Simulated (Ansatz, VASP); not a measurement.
## One calculation of Sb, two programs

```
Sb
1.0
     3.16000    0.00000    0.00000
     0.00000    3.16000    0.00000
     0.00000    0.00000    3.16000
Sb
1
Cartesian
  0.0000 0.0000 0.0000
```

Alike in both runs: task relaxation of cell and atoms; functional revPBE; dispersion D3(BJ); k mesh 8 × 8 × 8; occupations fermi-dirac, width 0.05 eV; no spin polarisation.

```csv
,VASP,Ansatz
version,VASP 6.6.1,Ansatz 0.2.0
potentials or method,"VASP PAW PBE potentials, release 64 (Sb)",Ansatz PAW
plane-wave cutoff (eV),600,420
valence electrons in the cell,5,15
```

```tsv
	VASP	Ansatz	Ansatz less VASP
gap on the k mesh at the Fermi level, each at its own relaxed structure (eV)	none	none	-
relaxed volume (Å³/atom)	28.21	28.23	+0.028
relaxed cell length with the largest relative difference (Å)	3.044	3.045	+0.0010
```

VASP's potentials were made for PBE, not for revPBE. A gap of «none» marks a metal or a gap that the smearing closes. VASP's potentials hold 5 valence electrons a cell and Ansatz's 15, so a difference there can come from the potentials and not from the codes.

Spin-orbit coupling is off throughout. Noted on Ansatz's run: the plane-wave basis is chosen anew once the cell has moved, so the energies of steps on either side of that aren't comparable.
